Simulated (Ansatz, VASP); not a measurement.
Two plane-wave programs on Ba

```xyz
1
Lattice="-2.5422 2.5422 2.5422 2.5422 -2.5422 2.5422 2.5422 2.5422 -2.5422" Properties=species:S:1:pos:R:3 pbc="T T T"
Ba    0.0000    0.0000    0.0000
```

Alike in both runs: functional r2SCAN; k mesh 12 × 12 × 12; occupations fermi-dirac, width 0.15 eV; no spin polarisation.

Ansatz relaxed the structure, and its values are those at the end. VASP's run is a single point on that final structure, the one shown.

|  | VASP | Ansatz |
| --- | --- | --- |
| version | VASP 6.6.1 | Ansatz 0.2.0 |
| potentials or method | VASP PAW PBE potentials, release 64 (Ba_sv), cutoff 550 eV | scalar-relativistic, plane waves, PAW |
| valence electrons in the cell | 10 | 10 |

```tsv
	VASP	Ansatz	Ansatz less VASP
gap on the k mesh at the Fermi level (eV)	none	none	-
pressure (GPa)	0.0	0.0	-0.04
```

VASP's potentials were made for PBE, not for r2SCAN. A gap of «none» marks a metal or a gap that the smearing closes. With one functional, cell and mesh, what is left measures potentials, basis and numerics.

Spin-orbit coupling is off throughout.
